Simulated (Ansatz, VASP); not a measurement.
Ge: VASP beside Ansatz

```
CELL_PARAMETERS angstrom
-2.62498 2.62498 1.42482
2.62498 -2.62498 1.42482
2.62498 2.62498 -1.42482
ATOMIC_POSITIONS crystal
Ge 0.25000 0.75000 0.50000
Ge 0.50000 0.50000 0.00000
```

Change from the starting cell: volume scaled by 1.06, crystal datasets.

Alike in both runs: task electric field gradients; functional r2SCAN; k mesh 16 × 16 × 16; occupations fermi-dirac, width 0.05 eV; no spin polarisation.

```csv
,VASP,Ansatz
version,VASP 6.6.1,Ansatz 0.2.0
potentials or method,"VASP PAW PBE potentials, release 64 (Ge_d), cutoff 520 eV","all-electron PAW with datasets made for the crystal, scalar-relativistic"
```

Ansatz gave:

| Property | Result |
| --- | --- |
| pressure (GPa) | -3.6 |
| traceless stress, the component that is largest in VASP (GPa) | 0.67 |
| size of Vzz on the site where it differs most (V/Å²) | 27.8 |

Task: Estimate VASP's values.

Result: Pressure (GPa): -3.6; traceless stress, the component that is largest in VASP (GPa): 0.61; size of Vzz on the site where it differs most (V/Å²): 25.6.

VASP's potentials were made for PBE, not for r2SCAN. Ansatz ran all-electron here, and VASP with PAW potentials.
